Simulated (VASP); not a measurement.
# Nb (P1) in VASP: single point with PBEsol

Aim: the single point of Nb with PBEsol.

Everything below comes from runs of VASP 6.6.1. Logs are shortened: lines on timing, memory, paths and dates and some standing lists are left out, and cuts for length are marked.

## (1) The cell of the first run

The typed cell holds 16 atoms: a = 6.813 Å, b = 6.813 Å, c = 6.813 Å, α = 90.00°, β = 90.00°, γ = 90.00°.

## (2) Single point, PBEsol

File INCAR:

```
ALGO     = Normal         # electronic algorithm
EDIFF    = 1E-6           # SCF threshold, eV
ENCUT    = 520            # plane-wave cutoff, eV
GGA      = PS             # functional
ISIF     = 2              # what is computed and relaxed
ISMEAR   = -1             # smearing method
LASPH    = T              # aspherical terms in the spheres
LCHARG   = T              # write CHGCAR
LELF     = T              # ELF
LREAL    = Auto         
LVHAR    = T            
LWAVE    = F              # write WAVECAR
NBANDS   = 118            # bands
NELM     = 60             # most SCF steps
PREC     = Accurate       # precision mode
SIGMA    = 0.17           # smearing width, eV
```

File KPOINTS:

```
k-points
0
Gamma
  2 2 2
```

File POSCAR:

```
Nb
1.0
    6.8130490000      0.0000000000      0.0000000000
    0.0000000000      6.8130490000      0.0000000000
    0.0000000000      0.0000000000      6.8130490000
Nb
16
Direct
    0.0598263714      0.1100094833     -0.0471007914
    0.4994386507      0.0939373840      0.0073535358
   -0.0305002944      0.5622005654     -0.0435928173
   -0.0106266666      0.0542928724      0.5281042306
    0.2063393350      0.2983979713      0.2730055222
    0.4873148571      0.5287647278      0.0313369242
    0.4787577485      0.0442239591      0.4703767726
    0.7427805084      0.3173762584      0.2315262961
   -0.0162482319      0.6023294416      0.5170225548
    0.2181108634      0.7418558123      0.2206207529
    0.2529117287      0.3138829619      0.7458334734
    0.4476409901      0.5700091105      0.5114156672
    0.7173293484      0.7654869354      0.2785536989
    0.7291008769      0.3250380263      0.7436905268
    0.2134873828      0.8034435097      0.7133810428
    0.6819560523      0.8702417963      0.7252699929
```

Potentials or basis: VASP PAW PBE potentials, release 64 (Nb_sv).

On the command line:

```
$ cat potpaw_PBE.64/Nb_sv/POTCAR > POTCAR
$ mpirun -np 1 vasp_std > vasp.out
```

OUTCAR:

```text
EDIFF = 1E-6
   ENCUT = 520
   GGA = PS
   ISIF = 2
   ISMEAR = -1
   LASPH = T
   LREAL = Auto
   NELM = 60
   PREC = Accurate

 ion  position               nearest neighbor table
   1  0.060  0.110  0.953-  11 2.38   5 2.72  15 2.85   4 2.96   2 3.02  14 3.04
   2  0.499  0.094  0.007-   8 2.72  16 2.75  14 2.86  11 2.87   6 2.97   1 3.02   5 3.03
   3  0.969  0.562  0.956-  14 2.72  10 2.76  15 2.86  11 2.94   8 2.95   9 3.01
   4  0.989  0.054  0.528-  15 2.62  16 2.79   5 2.82  11 2.92  14 2.95   1 2.96
   5  0.206  0.298  0.273-   1 2.72   4 2.82   7 2.87  12 2.96   6 2.97   2 3.03  10 3.04
   6  0.487  0.529  0.031-   8 2.64  10 2.67  13 2.81  11 2.91  14 2.91   2 2.97   5 2.97
   7  0.479  0.044  0.470-  16 2.52  13 2.82   5 2.87  15 2.95  11 3.04
   8  0.743  0.317  0.232-   6 2.64   2 2.72   3 2.95
   9  0.984  0.602  0.517-  15 2.47  13 2.68  10 2.74  14 2.99   3 3.01
  10  0.218  0.742  0.221-   6 2.67   9 2.74   3 2.76  12 2.78   5 3.04
  11  0.253  0.314  0.746-   1 2.38  12 2.71   2 2.87   6 2.91   4 2.92   3 2.94   7 3.04
  12  0.448  0.570  0.511-  15 2.64  11 2.71  13 2.77  10 2.78   5 2.96  16 2.98  14 2.99
  13  0.717  0.765  0.279-   9 2.68  12 2.77   6 2.81   7 2.82
  14  0.729  0.325  0.744-   3 2.72   2 2.86   6 2.91   4 2.95   9 2.99  12 2.99   1 3.04
  15  0.213  0.803  0.713-   9 2.47   4 2.62  12 2.64   1 2.85   3 2.86   7 2.95
  16  0.682  0.870  0.725-   7 2.52   2 2.75   4 2.79  12 2.98

  LATTYP: Found a simple cubic cell.
 ALAT       =     6.8130490000

  Lattice vectors:

 A1 = (   6.8130490000,   0.0000000000,   0.0000000000)
 A2 = (   0.0000000000,   6.8130490000,   0.0000000000)
 A3 = (   0.0000000000,   0.0000000000,   6.8130490000)

Analysis of symmetry for initial positions (statically):
=====================================================================
 Subroutine PRICEL returns:
 Original cell was already a primitive cell.

 Routine SETGRP: Setting up the symmetry group for a
 simple cubic supercell.

 Subroutine GETGRP returns: Found  1 space group operations
 (whereof  1 operations were pure point group operations)
 out of a pool of 48 trial point group operations.

The static configuration has the point symmetry C_1 .

Analysis of symmetry for dynamics (positions and initial velocities):
=====================================================================
 Subroutine PRICEL returns:
 Original cell was already a primitive cell.

 Routine SETGRP: Setting up the symmetry group for a
 simple cubic supercell.

 Subroutine GETGRP returns: Found  1 space group operations
 (whereof  1 operations were pure point group operations)
 out of a pool of 48 trial point group operations.

The dynamic configuration has the point symmetry C_1 .

 Subroutine INISYM returns: Found  1 space group operations
 (whereof  1 operations are pure point group operations),
 and found     1 'primitive' translations

----------------------------------------------------------------------------------------

                                     Primitive cell

  volume of cell :     316.2456

  direct lattice vectors                    reciprocal lattice vectors
     6.813049000  0.000000000  0.000000000     0.146777162  0.000000000  0.000000000
     0.000000000  6.813049000  0.000000000     0.000000000  0.146777162  0.000000000
     0.000000000  0.000000000  6.813049000     0.000000000  0.000000000  0.146777162

  length of vectors
     6.813049000  6.813049000  6.813049000     0.146777162  0.146777162  0.146777162

  position of ions in fractional coordinates (direct lattice)
     0.059826371  0.110009483  0.952899209
     0.499438651  0.093937384  0.007353536
     0.969499706  0.562200565  0.956407183
     0.989373333  0.054292872  0.528104231
     0.206339335  0.298397971  0.273005522
     0.487314857  0.528764728  0.031336924
[... 8 lines left out ...]
     0.213487383  0.803443510  0.713381043
     0.681956052  0.870241796  0.725269993

  ion indices of the primitive-cell ions
   primitive index   ion index
                 1           1
                 2           2
                 3           3
                 4           4
                 5           5
                 6           6
[... 8 lines left out ...]
                15          15
                16          16

----------------------------------------------------------------------------------------

 KPOINTS: k-points

Automatic generation of k-mesh.
 Grid dimensions read from file:
 generate k-points for:    2    2    2

 Generating k-lattice:

  Cartesian coordinates                     Fractional coordinates (reciprocal lattice)
     0.073388581  0.000000000  0.000000000     0.500000000  0.000000000  0.000000000
     0.000000000  0.073388581  0.000000000     0.000000000  0.500000000  0.000000000
     0.000000000  0.000000000  0.073388581     0.000000000  0.000000000  0.500000000

  Length of vectors
     0.073388581  0.073388581  0.073388581

  Shift w.r.t. Gamma in fractional coordinates (k-lattice)
     0.000000000  0.000000000  0.000000000

 Subroutine IBZKPT returns following result:
 ===========================================

 Found      8 irreducible k-points:

 Following reciprocal coordinates:
            Coordinates               Weight
  0.000000  0.000000  0.000000      1.000000
  0.500000  0.000000  0.000000      1.000000
  0.000000  0.500000  0.000000      1.000000
  0.000000  0.000000  0.500000      1.000000
  0.500000  0.500000  0.000000      1.000000
  0.000000  0.500000  0.500000      1.000000
  0.500000  0.000000  0.500000      1.000000
  0.500000  0.500000  0.500000      1.000000
   k-points           NKPTS =      8   k-points in BZ     NKDIM =      8   number of bands    NBANDS=    118
   number of dos      NEDOS =    301   number of ions     NIONS =     16
   total plane-waves  NPLWV = 157464
   dimension x,y,z NGX =    54 NGY =   54 NGZ =   54
   dimension x,y,z NGXF=   108 NGYF=  108 NGZF=  108
   ions per type =              16
   NGX,Y,Z   is equivalent  to a cutoff of  13.18, 13.18, 13.18 a.u.
   NGXF,Y,Z  is equivalent  to a cutoff of  26.35, 26.35, 26.35 a.u.
 SYSTEM =  unknown system
   PREC   = accura    normal or accurate (medium, high low for compatibility)
   ISTART =      0    job   : 0-new  1-cont  2-samecut
   ICHARG =      2    charge: 1-file 2-atom 10-const
   ISPIN  =      1    spin polarized calculation?
   LNONCOLLINEAR =      F non collinear calculations
   LSORBIT =      F    spin-orbit coupling
   LASPH  =      T    aspherical Exc in radial PAW
   ENCUT  =  520.0 eV  38.22 Ry    6.18 a.u.  12.67 12.67 12.67*2*pi/ulx,y,z
   NELM   =     60;   NELMIN=  2; NELMDL= -5     # of ELM steps
   EDIFF  = 0.1E-05   stopping-criterion for ELM
   LREAL  =      T    real-space projection
   EDIFFG = 0.1E-04   stopping-criterion for IOM
   NSW    =      0    number of steps for IOM
   IBRION =     -1    ionic relax: 0-MD 1-quasi-New 2-CG
   NFREE  =      0    steps in history (QN), initial steepest desc. (CG)
   ISIF   =      2    stress and relaxation
   ISYM   =      2    0-nonsym 1-usesym 2-fastsym
   POTIM  = 0.5000    time-step for ionic-motion
   TEBEG  =    0.0;   TEEND  =   0.0 temperature during run
   PSTRESS=    0.0 pullay stress
   NELECT =     208.0000    total number of electrons
   NUPDOWN=      -1.0000    fix difference up-down
   EMIN   =  10.00;   EMAX   =-10.00  energy-range for DOS
   EFERMI =   0.00;   METHOD = LEGACY
   ISMEAR =    -1;   SIGMA  =   0.17  broadening in eV -4-tet -1-fermi 0-gaus
   EFERMI_NEDOS =   21; number of points for ismear=-14 and -15
   IALGO  =     38    algorithm
   IMIX   =      4    mixing-type and parameters
     AMIX     =   0.40;   BMIX     =  1.00
     AMIX_MAG =   1.60;   BMIX_MAG =  1.00
  volume/ion in A,a.u.               =      19.77       133.38
  Fermi-wavevector in a.u.,A,eV,Ry     =   1.423709  2.690419 27.578276  2.026946
  Thomas-Fermi vector in A             =   2.544277
   LORBIT       =      0    0 simple, 1 ext, 2 COOP (PROOUT), +10 PAW based schemes
   GGA     = PS    functional components
   LHFCALC =     F    Hartree Fock is set to
   AEXX    =    0.0000 exact exchange contribution
   IVDW    =     0    specifies the selected vdW correction
   LEPSILON=     F    determine dielectric tensor
   LRPA    =     F    only Hartree local field effects (RPA)
 non-spin polarized calculation
  energy-cutoff  :      520.00
  volume of cell :      316.25
 maximum number of plane-waves:      8578
 NGX is ok and might be reduce to    54
   NGX = 25   NGY = 25   NGZ = 25

 number of electron     208.0000000 magnetization

 Free energy of the ion-electron system (eV)
  ---------------------------------------------------
  ext. energy  EPLUGINS =         0.00000000
  ---------------------------------------------------
  free energy    TOTEN  =      -169.78795848 eV

  energy without entropy =     -168.04651849  energy(sigma->0) =     -168.91723849

 E-fermi :   9.9788     XC(G=0): -12.0774

 val. band max:        9.9767734135   @ k =   0.0000   0.0000   0.0000
 cond. band min:       9.9845040125   @ k =   0.0000   0.5000   0.5000
 fundamental gap:      0.0077305990
 Fermi energy:         9.9788262583

 k-point     1 :       0.0000    0.0000    0.0000
  band No.  band energies     occupation
      1     -44.6607      2.00000
      2     -44.5587      2.00000
      3     -44.5527      2.00000
      4     -44.5337      2.00000
      5     -44.5120      2.00000
      6     -44.4950      2.00000
[... 108 lines left out ...]
    115      11.5803      0.00016
    116      11.7450      0.00006

 k-point     2 :       0.5000    0.0000    0.0000
  band No.  band energies     occupation
      1     -44.6288      2.00000
      2     -44.5910      2.00000
      3     -44.5557      2.00000
      4     -44.5327      2.00000
      5     -44.5172      2.00000
      6     -44.5016      2.00000
[... 706 lines left out ...]
 k-point     8 :       0.5000    0.5000    0.5000
  band No.  band energies     occupation
      1     -44.6082      2.00000
      2     -44.5711      2.00000
      3     -44.5564      2.00000
      4     -44.5396      2.00000
      5     -44.5278      2.00000
      6     -44.5098      2.00000
[... 108 lines left out ...]
    115      11.5968      0.00015
    116      11.7257      0.00007
 [bands above 116 left out]

------------------------ aborting loop because EDIFF is reached ----------------------------------------

  FORCE on cell =-STRESS in cart. coord.  units (eV):
  Direction    XX          YY          ZZ          XY          YZ          ZX
  --------------------------------------------------------------------------------------
  -------------------------------------------------------------------------------------
  Total      -18.8284337    -16.3248358    -17.4630285      0.7452480     -0.6081124     -0.4845946
  in kB      -95.3894265    -82.7055907    -88.4719518      3.7756079     -3.0808453     -2.4550744
  external PRESSURE =     -88.8556563 kB  Pullay stress =       0.0000000 kB

 VOLUME and BASIS-vectors are now :
 -----------------------------------------------------------------------------
  energy-cutoff  :      520.00
  volume of cell :      316.25
      direct lattice vectors                 reciprocal lattice vectors
     6.813049000  0.000000000  0.000000000     0.146777162  0.000000000  0.000000000
     0.000000000  6.813049000  0.000000000     0.000000000  0.146777162  0.000000000
     0.000000000  0.000000000  6.813049000     0.000000000  0.000000000  0.146777162

 POSITION                                       TOTAL-FORCE (eV/Angst)
 -----------------------------------------------------------------------------------
      0.40760      0.74950      6.49215        -2.716451     -1.539481      1.606298
      3.40270      0.64000      0.05010        -0.588145     -1.491313      0.120635
      6.60525      3.83030      6.51605        -0.124585     -0.209074      1.331882
      6.74065      0.36990      3.59800        -0.835347      0.777996     -1.744663
      1.40580      2.03300      1.86000         1.046192      0.229804     -0.417794
      3.32010      3.60250      0.21350        -0.350401      1.152717     -1.332752
[... 8 lines left out ...]
      1.45450      5.47390      4.86030         1.665772      1.120147      2.085060
      4.64620      5.92900      4.94130         1.404605     -1.611009      0.813758
 -----------------------------------------------------------------------------------
    total drift:                                0.002711      0.003792     -0.001443

  FREE ENERGIE OF THE ION-ELECTRON SYSTEM (eV)
  ---------------------------------------------------
  free  energy   TOTEN  =      -169.7879584808 eV

  energy  without entropy=     -168.0465184908  energy(sigma->0) =     -168.91723849
```

Run time: 35 min. Hardware: 1 thread of AMD EPYC, shared host; peak memory 0.45 GiB.

Results:

* Free energy: -169.7880 eV
* Pressure: -8.9 GPa
* Largest force: 3.511 eV/Å
* Band gap on the k mesh: zero (bands 104 and 105 overlap by 0.75 eV)

Forces on the atoms (eV/Å):
```
Nb  -2.716 -1.539  1.606
Nb  -0.588 -1.491  0.121
Nb  -0.125 -0.209  1.332
Nb  -0.835  0.778 -1.745
Nb   1.046  0.230 -0.418
Nb  -0.350  1.153 -1.333
Nb  -0.351  0.835  0.075
Nb   0.547 -0.319  1.015
Nb  -1.399 -2.143 -1.086
Nb   0.058  1.972  0.553
Nb   0.224  1.015 -1.092
Nb   1.257 -1.240 -0.787
Nb   0.062  1.441 -1.194
Nb   0.100  0.009  0.053
Nb   1.666  1.120  2.085
Nb   1.405 -1.611  0.814
```

Stress tensor (GPa, compression positive):
```
-9.54  0.38 -0.25
 0.38 -8.27 -0.31
-0.25 -0.31 -8.85
```

Levels at points of the mesh, in eV from the Fermi level:
| k point | band 102 | band 103 | band 104 | band 105 | band 106 | band 107 |
| --- | --- | --- | --- | --- | --- | --- |
| (0.00, 0.00, 0.00) | 0.07 | 0.20 | 0.31 | 0.52 | 0.57 | 0.72 |
| (0.50, 0.00, 0.00) | -0.09 | -0.05 | 0.09 | 0.16 | 0.26 | 0.30 |
| (0.00, 0.50, 0.00) | -0.10 | 0.01 | 0.19 | 0.21 | 0.30 | 0.40 |
| (0.00, 0.00, 0.50) | -0.15 | 0.05 | 0.19 | 0.31 | 0.37 | 0.42 |
| (0.50, 0.50, 0.00) | -0.40 | -0.35 | -0.17 | -0.08 | 0.02 | 0.13 |
| (0.00, 0.50, 0.50) | -0.45 | -0.25 | -0.13 | -0.03 | 0.01 | 0.11 |
| (0.50, 0.00, 0.50) | -0.32 | -0.26 | -0.13 | -0.10 | 0.06 | 0.20 |
| (0.50, 0.50, 0.50) | -0.78 | -0.67 | -0.61 | -0.44 | -0.37 | -0.25 |

Caveat: the k points lie up to 0.46 Å⁻¹ apart, too coarse for converged energies and pressures of a metal; the PAW data sets were made with another functional, which shifts forces and pressure a little.
